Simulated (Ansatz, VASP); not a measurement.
# Ti4C: VASP beside Ansatz

```
Ti C
1.0
     4.95417    0.00000    0.00000
    -2.47708    4.29044    0.00000
     0.00000    0.00000    3.90864
Ti C
4 1
Direct
  0.50000 0.00000 0.50000
  0.00000 0.50000 0.50000
  0.50000 0.50000 0.50000
  0.00000 0.00000 0.00000
  0.00000 0.00000 0.50000
```

Alike in both runs: task single point; functional PBE; k mesh 6 × 6 × 4; occupations gaussian, width 0.1 eV; collinear spin.

|  | VASP | Ansatz |
| --- | --- | --- |
| version | VASP 6.6.1 | Ansatz 0.2.0 |
| potentials or method | VASP PAW PBE potentials, release 64 (Ti_sv, C), cutoff 520 eV | scalar-relativistic, plane waves, PAW |
| valence electrons in the cell | 52 | 52 |

Ansatz gave:

* gap on the k mesh at the Fermi level (eV): none
* pressure (GPa): -0.1
* traceless stress, the component that is largest in VASP (GPa): 0.08
* net moment per atom (μB): 0.00

Question: Which values does VASP return?

Answer: gap on the k mesh at the Fermi level (eV): none; pressure (GPa): -0.2; traceless stress, the component that is largest in VASP (GPa): 0.00; net moment per atom (μB): 0.00.

A gap of «none» marks a metal or a gap that the smearing closes. With one functional, cell and mesh, what is left measures potentials, basis and numerics. Ansatz's warnings: seeded moment not kept.

The k mesh is coarse, so the values compare programs but aren't converged.
